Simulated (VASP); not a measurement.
Wanted: the native input for a VASP 6.6.1 run.

| Quantity | Value |
| --- | --- |
| Task | single point |
| Functional | PBE |
| Potentials or basis | VASP PAW PBE potentials, release 64 (Sn_d, O_h) |
| Cutoff | 910 eV |
| k mesh | 6 × 6 × 4 |
| Occupations | gaussian, width 0.1 eV |
| Spin | no spin polarisation |
| Dipole correction | no |
| Second run | hard_potentials |
| Further INCAR settings | ALGO = Normal; EDIFF = 1e-06; NBANDS = 28 |

The structure of SnO lies in POSCAR:

```
SnO
1.0
    3.3669373682      0.0000000028      0.0000000000
   -1.6834686865      2.9158532924      0.0000000000
    0.0000000000      0.0000000000      8.8597317093
Sn O
2 2
Direct
    0.3333333333      0.6666666667      0.3777426838
    0.6666666667      0.3333333333      0.8777426838
    0.3333333333      0.6666666667     -0.0046077538
    0.6666666667      0.3333333333      0.4953922462
```

One way to write it, as run:

INCAR

```
SYSTEM = SnO
PREC = Accurate
ENCUT = 910
EDIFF = 1E-6
ISMEAR = 0
SIGMA = 0.1
LREAL = .FALSE.
LASPH = .TRUE.
NELM = 120
ALGO = Normal
ISIF = 2
LWAVE = .FALSE.
LCHARG = .FALSE.
GGA = PE
NBANDS = 28
GGA_COMPAT = .FALSE.
```

KPOINTS

```
regular mesh
0
G
  6 6 4
  0 0 0
```

Potentials or basis: VASP PAW PBE potentials, release 64 (Sn_d, O_h).

Command:

```console
$ cat potpaw_PBE.64/Sn_d/POTCAR potpaw_PBE.64/O_h/POTCAR > POTCAR
$ mpirun -np 1 vasp_std > vasp.out
```

Results of the run:

```yaml
Pressure: 0.1 GPa
Largest_force: 0.052 eV/Å
Band_gap_on_the_k_mesh: 1.45 eV, indirect (least direct gap 1.58 eV)
```

Caveat: the cutoff is under 1.25 times the usual one of these potentials, so pressure, stress and relaxed cells hold a basis-set (Pulay) error; spin-orbit coupling is left out, which moves the levels of the heavy elements.

It took 3.1 min on 1 thread of AMD EPYC 7R43 64-Core Processor (Zen 3), with other jobs on the host, peak memory 0.34 GiB.
